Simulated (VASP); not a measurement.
# Pt (P6/mmm) in VASP: notebook

Runs on Pt. Level: r2SCAN. Tasks: single point.

Everything below comes from runs of VASP 6.6.1. Logs are shortened: lines on timing, memory, paths and dates and some standing lists are left out, and cuts for length are marked.

## Step 1: The cell of the first run

It takes space group P6/mmm (No. 191, hexagonal). The conventional cell has a = 2.668 Å, b = 2.668 Å, c = 2.673 Å, α = 90.00°, β = 90.00°, γ = 120.00°. Pt (site symmetry 6/mmm) has 8 Pt at 2.67 Å within 3.5 Å.

## Step 2: Single point, r2SCAN

File POSCAR:

```
Pt
1.0
    2.6676544138      0.0000000000      0.0000000000
   -1.3338272069      2.3102564909      0.0000000000
    0.0000000000      0.0000000000      2.6734015191
Pt
1
Direct
    0.0000000000      0.0000000000      0.0000000000
```

File INCAR.step1:

```
SYSTEM = Pt
PREC     = Accurate       ! precision mode
ENCUT    = 520            ! plane-wave cutoff, eV
ISMEAR   = 0              ! smearing method
SIGMA    = 0.1            ! smearing width, eV
LREAL    = .False.        ! projectors in reciprocal space
LASPH    = .True.         ! aspherical terms in the spheres
NELM     = 100            ! most SCF steps
NBANDS   = 11             ! bands
GGA      = PE             ! functional
ALGO     = Normal         ! electronic algorithm
EDIFF    = 1E-4           ! SCF threshold, eV
LWAVE    = .True.         ! write WAVECAR
LCHARG   = .False.        ! write CHGCAR
```

File INCAR.step2:

```
SYSTEM = Pt
PREC     = Accurate       ! precision mode
ENCUT    = 520            ! plane-wave cutoff, eV
EDIFF    = 1E-6           ! SCF threshold, eV
ISMEAR   = 0              ! smearing method
SIGMA    = 0.1            ! smearing width, eV
LREAL    = .False.        ! projectors in reciprocal space
LASPH    = .True.         ! aspherical terms in the spheres
NELM     = 100            ! most SCF steps
ALGO     = Normal         ! electronic algorithm
ISIF     = 2              ! what is computed and relaxed
LWAVE    = .False.        ! write WAVECAR
LCHARG   = .True.         ! write CHGCAR
METAGGA  = R2SCAN         ! meta-GGA
LMIXTAU  = .True.       
LELF     = .True.         ! ELF
LVHAR    = .True.       
NBANDS   = 11             ! bands
ISTART   = 1
```

File KPOINTS:

```
regular mesh
0
Gamma
  24 24 20
  0 0 0
```

Potentials or basis: VASP PAW PBE potentials, release 64 (Pt).

Started as:

```sh
$ cat potpaw_PBE.64/Pt/POTCAR > POTCAR
$ cp INCAR.step1 INCAR
$ mpirun -np 1 vasp_std > vasp.out
$ cp INCAR.step2 INCAR
$ mpirun -np 1 vasp_std > vasp.out
```

OUTCAR:

```text
SYSTEM = Pt
   PREC = Accurate
   ENCUT = 520
   EDIFF = 1E-6
   ISMEAR = 0
   LREAL = .False.
   LASPH = .True.
   NELM = 100
   ISIF = 2
   METAGGA = R2SCAN
   ISTART = 1

 ion  position               nearest neighbor table
   1  0.000  0.000  0.000-

  LATTYP: Found a hexagonal cell.
 ALAT       =     2.6676544138
 C/A-ratio  =     1.0021543665

  Lattice vectors:

 A1 = (   2.6676544138,   0.0000000000,   0.0000000000)
 A2 = (  -1.3338272069,   2.3102564909,   0.0000000000)
 A3 = (   0.0000000000,   0.0000000000,   2.6734015191)

Analysis of symmetry for initial positions (statically):
=====================================================================
 Subroutine PRICEL returns:
 Original cell was already a primitive cell.

 Routine SETGRP: Setting up the symmetry group for a
 hexagonal supercell.

 Subroutine GETGRP returns: Found 24 space group operations
 (whereof 24 operations were pure point group operations)
 out of a pool of 24 trial point group operations.

The static configuration has the point symmetry D_6h.

Analysis of symmetry for dynamics (positions and initial velocities):
=====================================================================
 Subroutine PRICEL returns:
 Original cell was already a primitive cell.

 Routine SETGRP: Setting up the symmetry group for a
 hexagonal supercell.

 Subroutine GETGRP returns: Found 24 space group operations
 (whereof 24 operations were pure point group operations)
 out of a pool of 24 trial point group operations.

The dynamic configuration has the point symmetry D_6h.

 Subroutine INISYM returns: Found 24 space group operations
 (whereof 24 operations are pure point group operations),
 and found     1 'primitive' translations

----------------------------------------------------------------------------------------

                                     Primitive cell

  volume of cell :      16.4761

  direct lattice vectors                    reciprocal lattice vectors
     2.667654414  0.000000000  0.000000000     0.374861149  0.216426186  0.000000000
    -1.333827207  2.310256491  0.000000000     0.000000000  0.432852371  0.000000000
     0.000000000  0.000000000  2.673401519     0.000000000  0.000000000  0.374055297

  length of vectors
     2.667654414  2.667654414  2.673401519     0.432852371  0.432852371  0.374055297

  position of ions in fractional coordinates (direct lattice)
     0.000000000  0.000000000  0.000000000

  ion indices of the primitive-cell ions
   primitive index   ion index
                 1           1

----------------------------------------------------------------------------------------

 KPOINTS: regular mesh

Automatic generation of k-mesh.
 Grid dimensions read from file:
 generate k-points for:   24   24   20

 Generating k-lattice:

  Cartesian coordinates                     Fractional coordinates (reciprocal lattice)
     0.015619215  0.009017758  0.000000000     0.041666667  0.000000000  0.000000000
     0.000000000  0.018035515  0.000000000     0.000000000  0.041666667  0.000000000
     0.000000000  0.000000000  0.018702765     0.000000000  0.000000000  0.050000000

  Length of vectors
     0.018035515  0.018035515  0.018702765

  Shift w.r.t. Gamma in fractional coordinates (k-lattice)
     0.000000000  0.000000000  0.000000000

 Subroutine IBZKPT returns following result:
 ===========================================

 Found    671 irreducible k-points:

 Following reciprocal coordinates:
            Coordinates               Weight
  0.000000  0.000000  0.000000      1.000000
  0.041667  0.000000  0.000000      6.000000
  0.083333  0.000000  0.000000      6.000000
  0.125000  0.000000  0.000000      6.000000
  0.166667  0.000000  0.000000      6.000000
  0.208333  0.000000  0.000000      6.000000
[... 16 lines left out ...]
  0.416667  0.041667  0.000000     12.000000
  0.458333  0.041667  0.000000     12.000000
 [... further k-points ...]
   k-points           NKPTS =    671   k-points in BZ     NKDIM =    671   number of bands    NBANDS=     11
   number of dos      NEDOS =    301   number of ions     NIONS =      1
   total plane-waves  NPLWV =   8000
   dimension x,y,z NGX =    20 NGY =   20 NGZ =   20
   dimension x,y,z NGXF=    40 NGYF=   40 NGZF=   40
   ions per type =               1
   NGX,Y,Z   is equivalent  to a cutoff of  12.46, 12.46, 12.44 a.u.
   NGXF,Y,Z  is equivalent  to a cutoff of  24.93, 24.93, 24.87 a.u.
 SYSTEM =  Pt
   PREC   = accura    normal or accurate (medium, high low for compatibility)
   ISTART =      1    job   : 0-new  1-cont  2-samecut
   ICHARG =      0    charge: 1-file 2-atom 10-const
   ISPIN  =      1    spin polarized calculation?
   LNONCOLLINEAR =      F non collinear calculations
   LSORBIT =      F    spin-orbit coupling
   LASPH  =      T    aspherical Exc in radial PAW
   ENCUT  =  520.0 eV  38.22 Ry    6.18 a.u.   4.96  4.96  4.97*2*pi/ulx,y,z
   NELM   =    100;   NELMIN=  2; NELMDL=  0     # of ELM steps
   EDIFF  = 0.1E-05   stopping-criterion for ELM
   LREAL  =      F    real-space projection
   EDIFFG = 0.1E-04   stopping-criterion for IOM
   NSW    =      0    number of steps for IOM
   IBRION =     -1    ionic relax: 0-MD 1-quasi-New 2-CG
   NFREE  =      0    steps in history (QN), initial steepest desc. (CG)
   ISIF   =      2    stress and relaxation
   ISYM   =      2    0-nonsym 1-usesym 2-fastsym
   POTIM  = 0.5000    time-step for ionic-motion
   TEBEG  =    0.0;   TEEND  =   0.0 temperature during run
   PSTRESS=    0.0 pullay stress
   NELECT =      10.0000    total number of electrons
   NUPDOWN=      -1.0000    fix difference up-down
   EMIN   =  10.00;   EMAX   =-10.00  energy-range for DOS
   EFERMI =   0.00;   METHOD = LEGACY
   ISMEAR =     0;   SIGMA  =   0.10  broadening in eV -4-tet -1-fermi 0-gaus
   EFERMI_NEDOS =   21; number of points for ismear=-14 and -15
   IALGO  =     38    algorithm
   IMIX   =      4    mixing-type and parameters
     AMIX     =   0.40;   BMIX     =  1.00
     AMIX_MAG =   1.60;   BMIX_MAG =  1.00
  volume/ion in A,a.u.               =      16.48       111.19
  Fermi-wavevector in a.u.,A,eV,Ry     =   1.386086  2.619323 26.139981  1.921234
  Thomas-Fermi vector in A             =   2.510435
   LORBIT       =      0    0 simple, 1 ext, 2 COOP (PROOUT), +10 PAW based schemes
   METAGGA = R2SCAN    functional components
   LHFCALC =     F    Hartree Fock is set to
   AEXX    =    0.0000 exact exchange contribution
   IVDW    =     0    specifies the selected vdW correction
   LEPSILON=     F    determine dielectric tensor
   LRPA    =     F    only Hartree local field effects (RPA)
 non-spin polarized calculation
 Gauss-broadening in eV      SIGMA  =   0.10
  energy-cutoff  :      520.00
  volume of cell :       16.48
 maximum number of plane-waves:       456
 NGX is ok and might be reduce to    20
   NGX =  9   NGY =  9   NGZ =  9

 number of electron       9.9999999 magnetization

 Free energy of the ion-electron system (eV)
  ---------------------------------------------------
  ext. energy  EPLUGINS =         0.00000000
  ---------------------------------------------------
  free energy    TOTEN  =       -51.41679487 eV

  energy without entropy =      -51.41259299  energy(sigma->0) =      -51.41469393

 E-fermi :   9.3009     XC(G=0): -13.8544

 val. band max:        9.3000867130   @ k =   0.1667   0.0833   0.0000
 cond. band min:       9.3046307722   @ k =   0.4167   0.0833   0.2500
 fundamental gap:      0.0045440591
 Fermi energy:         9.3009107689

 k-point     1 :       0.0000    0.0000    0.0000
  band No.  band energies     occupation
      1      -0.0980      2.00000
      2       3.3103      2.00000
      3       5.7952      2.00000
      4       5.7952      2.00000
      5       9.5974      0.00003
      6       9.5974      0.00003
      7      23.6476      0.00000
      8      25.8344      0.00000
      9      32.0356      0.00000
     10      32.0356      0.00000
     11      32.5568      0.00000

 k-point     2 :       0.0417    0.0000    0.0000
  band No.  band energies     occupation
      1      -0.0233      2.00000
      2       3.3352      2.00000
      3       5.7485      2.00000
      4       5.8524      2.00000
      5       9.5333      0.00102
      6       9.5866      0.00005
      7      23.7839      0.00000
      8      25.9509      0.00000
      9      31.1122      0.00000
     10      31.8353      0.00000
     11      33.1603      0.00000

 k-point     3 :       0.0833    0.0000    0.0000
  band No.  band energies     occupation
      1       0.1966      2.00000
      2       3.4081      2.00000
      3       5.6190      2.00000
      4       6.0222      2.00000
      5       9.3505      0.48315
      6       9.5550      0.00033
      7      24.1808      0.00000
      8      26.2610      0.00000
      9      29.8168      0.00000
     10      31.2985      0.00000
     11      33.5574      0.00000

 k-point     4 :       0.1250    0.0000    0.0000
  band No.  band energies     occupation
      1       0.5481      2.00000
      2       3.5232      2.00000
      3       5.4389      2.00000
      4       6.2999      2.00000
      5       9.0745      1.99863
      6       9.5051      0.00388
      7      24.8067      0.00000
      8      26.5452      0.00000
      9      28.6198      0.00000
     10      30.5475      0.00000
     11      33.5885      0.00000

 k-point     5 :       0.1667    0.0000    0.0000
  band No.  band energies     occupation
      1       1.0036      2.00000
      2       3.6643      2.00000
      3       5.2669      2.00000
      4       6.6772      2.00000
      5       8.7382      2.00000
      6       9.4407      0.04803
      7      25.6164      0.00000
      8      25.9886      0.00000
      9      28.3167      0.00000
     10      29.6788      0.00000
     11      33.3909      0.00000
[... 211 lines left out ...]
 k-point    21 :       0.3333    0.0417    0.0000
  band No.  band energies     occupation
      1       2.5591      2.00000
      2       4.0737      2.00000
      3       6.9022      2.00000
      4       7.2515      2.00000
      5       9.0770      1.99845
      6       9.3047      0.95717
      7      19.2069      0.00000
      8      25.2041      0.00000
      9      28.7554      0.00000
     10      29.9589      0.00000
     11      33.0694      0.00000

 k-point    22 :       0.3750    0.0417    0.0000
  band No.  band energies     occupation
      1       2.5121      2.00000
      2       4.2222      2.00000
      3       7.0429      2.00000
      4       7.8060      2.00000
      5       9.0209      1.99993
      6       9.8914      0.00000
      7      17.7736      0.00000
      8      24.5101      0.00000
      9      28.2799      0.00000
     10      30.5770      0.00000
     11      32.9574      0.00000

 k-point    23 :       0.4167    0.0417    0.0000
  band No.  band energies     occupation
      1       2.4474      2.00000
      2       4.3420      2.00000
      3       6.9000      2.00000
      4       8.6253      2.00000
      5       8.9814      1.99999
      6      10.4068      0.00000
      7      16.5479      0.00000
      8      23.9880      0.00000
      9      27.9151      0.00000
     10      30.9588      0.00000
     11      32.8151      0.00000

 k-point    24 :       0.4583    0.0417    0.0000
  band No.  band energies     occupation
      1       2.4072      2.00000
      2       4.4069      2.00000
      3       6.8274      2.00000
      4       8.9611      2.00000
      5       9.1249      1.98721
      6      10.7652      0.00000
      7      15.7686      0.00000
      8      23.7057      0.00000
      9      27.7188      0.00000
     10      31.1333      0.00000
     11      32.7255      0.00000

 [... further k-points ...]

------------------------ aborting loop because EDIFF is reached ----------------------------------------

  FORCE on cell =-STRESS in cart. coord.  units (eV):
  Direction    XX          YY          ZZ          XY          YZ          ZX
  --------------------------------------------------------------------------------------
  -------------------------------------------------------------------------------------
  Total        0.0668077      0.0668077      0.0438750      0.0000000      0.0000000      0.0000000
  in kB        6.4965596      6.4965596      4.2665245      0.0000000      0.0000000      0.0000000
  external PRESSURE =       5.7532146 kB  Pullay stress =       0.0000000 kB

 VOLUME and BASIS-vectors are now :
 -----------------------------------------------------------------------------
  energy-cutoff  :      520.00
  volume of cell :       16.48
      direct lattice vectors                 reciprocal lattice vectors
     2.667654414  0.000000000  0.000000000     0.374861149  0.216426186  0.000000000
    -1.333827207  2.310256491  0.000000000     0.000000000  0.432852371  0.000000000
     0.000000000  0.000000000  2.673401519     0.000000000  0.000000000  0.374055297

 POSITION                                       TOTAL-FORCE (eV/Angst)
 -----------------------------------------------------------------------------------
      0.00000      0.00000      0.00000        -0.000000      0.000000      0.000000
 -----------------------------------------------------------------------------------
    total drift:                                0.000000      0.000000      0.000000

  FREE ENERGIE OF THE ION-ELECTRON SYSTEM (eV)
  ---------------------------------------------------
  free  energy   TOTEN  =       -51.4167948683 eV

  energy  without entropy=      -51.4125929949  energy(sigma->0) =      -51.41469393
```

Run time: 4.9 min. Hardware: 1 thread of Intel Xeon Platinum 8375C at 2.90GHz (Ice Lake), shared host; peak memory 0.23 GiB.

What came out:

* Free energy: -51.4168 eV
* Pressure: 0.6 GPa
* Band gap on the k mesh: zero (band 5 reaches 11.04 eV, above the bottom of band 6 at 8.03 eV)

Levels at points of the mesh, in eV from the Fermi level:
```csv
k point,band 2,band 3,band 4,band 5,band 6,band 7,band 8,band 9
"(0.00, 0.00, 0.00)",-5.99,-3.51,-3.51,0.30,0.30,14.35,16.53,22.73
"(0.50, 0.00, 0.00)",-4.89,-2.50,-0.31,0.41,0.97,6.39,14.65,18.33
"(0.00, 0.00, 0.50)",-3.14,-3.14,-1.42,-1.42,-0.84,4.04,18.94,22.62
"(0.50, 0.00, 0.50)",-6.15,-2.37,1.12,1.74,5.13,6.08,11.92,16.27
```

Caveat: the PAW data sets were made with another functional, which shifts forces and pressure a little; spin-orbit coupling is left out, which moves the levels of the heavy elements.

## Step 3: Single point, r2SCAN

File POSCAR:

```
Pt
1.0
    2.6724852992      0.0000000000      0.0000000000
   -1.3362426496      2.3144401603      0.0000000000
    0.0000000000      0.0000000000      2.6672012010
Pt
1
Direct
    0.0000000000      0.0000000000      0.0000000000
```

File INCAR.step1:

```
  PREC = Accurate
  ENCUT = 550
  ISMEAR = 0
  SIGMA = 0.1
  LREAL = False
  LASPH = True
  NELM = 120
  NBANDS = 15
  GGA = PE
  ALGO = Normal
  EDIFF = 1E-5
  LWAVE = True
  LCHARG = False
  GGA_COMPAT = False
```

File INCAR.step2:

```
  PREC = Accurate
  ENCUT = 550
  EDIFF = 1E-6
  ISMEAR = 0
  SIGMA = 0.1
  LREAL = False
  LASPH = True
  NELM = 120
  ALGO = Normal
  ISIF = 2
  LWAVE = False
  LCHARG = False
  METAGGA = R2SCAN
  LMIXTAU = True
  NBANDS = 15
  ISTART = 1
  GGA_COMPAT = False
```

File KPOINTS:

```
Automatic mesh
0
Gamma
  9 9 6
```

Potentials or basis: VASP PAW PBE potentials, release 64 (Pt_sv_GW).

Started as:

```sh
$ cat potpaw_PBE.64/Pt_sv_GW/POTCAR > POTCAR
$ cp INCAR.step1 INCAR
$ mpirun -np 1 vasp_std > vasp.out
$ cp INCAR.step2 INCAR
$ mpirun -np 1 vasp_std > vasp.out
```

Wall time 20 s (1 thread of Intel Xeon 6975P-C (Granite Rapids), shared host); peak memory 0.14 GiB.

It converged, with:

```yaml
Free_energy: -51.2679 eV
Pressure: -1.9 GPa
Band_gap_on_the_k_mesh: zero (band 9 reaches 10.47 eV, above the bottom of band 10 at 7.75 eV)
```

Stress tensor (GPa, compression positive):
```
-1.93  0.00  0.00
 0.00 -1.93  0.00
 0.00  0.00 -1.73
```

Levels at points of the mesh, in eV from the Fermi level:
| k point | band 5 | band 6 | band 7 | band 8 | band 9 | band 10 | band 11 | band 12 | band 13 | band 14 |
| --- | --- | --- | --- | --- | --- | --- | --- | --- | --- | --- |
| (0.00, 0.00, 0.00) | -9.15 | -5.76 | -3.30 | -3.30 | 0.52 | 0.52 | 14.67 | 16.59 | 22.76 | 22.76 |
| (0.00, 0.00, 0.50) | -6.96 | -2.93 | -2.93 | -1.23 | -1.23 | -0.58 | 4.36 | 18.99 | 22.62 | 23.24 |

Caveat: the k points lie up to 0.39 Å⁻¹ apart; the PAW data sets were made with another functional, which shifts forces and pressure a little; spin-orbit coupling is left out, which moves the levels of the heavy elements.
